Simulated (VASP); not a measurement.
The system is Bi, a slab with vacuum.

```xyz
2
Lattice="4.3149 0.0000 0.0000 -2.1574 3.7368 0.0000 0.0000 0.0000 27.0531" Properties=species:S:1:pos:R:3 pbc="T T T"
Bi    0.0000    2.4912    8.4607
Bi    2.1574    1.2456   10.1659
```

Base run:

```yaml
Program: VASP 6.6.1
Functional: PBE
Potentials_or_basis: VASP PAW PBE potentials, release 64 (Bi_d)
Cutoff: 520 eV
k_mesh: 6 × 6 × 1
Occupations: gaussian, width 0.01 eV
Spin: no spin polarisation
```

Its results: band gap on the k mesh 0.58 eV, direct; largest force 0.239 eV/Å.

The run is repeated on the same cell with these changes: functional from PBE to r2SCAN. What comes out?

Band gap on the k mesh 0.86 eV, direct; largest force 0.021 eV/Å.

r2SCAN gives the wider gap, since meta-GGAs in the generalised Kohn-Sham scheme recover part of the derivative discontinuity.

Caveats: spin-orbit coupling is left out, which moves the levels of the heavy elements; the PAW data sets were made with another functional, which shifts forces and pressure a little (some runs).

A k mesh can miss the band edges.
